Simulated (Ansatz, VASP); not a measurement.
# One calculation of CsIn, two programs

```
In Cs
1.0
     0.00000    4.24339    4.24339
     4.24339    0.00000    4.24339
     4.24339    4.24339    0.00000
In Cs
2 2
Cartesian
  0.0000 0.0000 0.0000
  2.1217 2.1217 2.1217
  4.2434 4.2434 4.2434
  6.3651 6.3651 6.3651
```

Alike in both runs: task single point; functional r2SCAN; k mesh 7 × 7 × 7; no spin polarisation.

|  | VASP | Ansatz |
| --- | --- | --- |
| version | VASP 6.6.1 | Ansatz 0.2.0 |
| potentials or method | VASP PAW PBE potentials, release 64 (In_d, Cs_sv), cutoff 520 eV | PAW plane waves |
| occupations | fermi-dirac, width 0.1 eV | fermi-dirac |
| valence electrons in the cell | 44 | 44 |

VASP gave:

| Item | Value |
| --- | --- |
| pressure (GPa) | 0.8 |

Problem. What did Ansatz give for the same quantities?

Solution. Pressure (GPa): 0.7.

VASP's potentials were made for PBE, not for r2SCAN.

Spin-orbit coupling is off throughout.
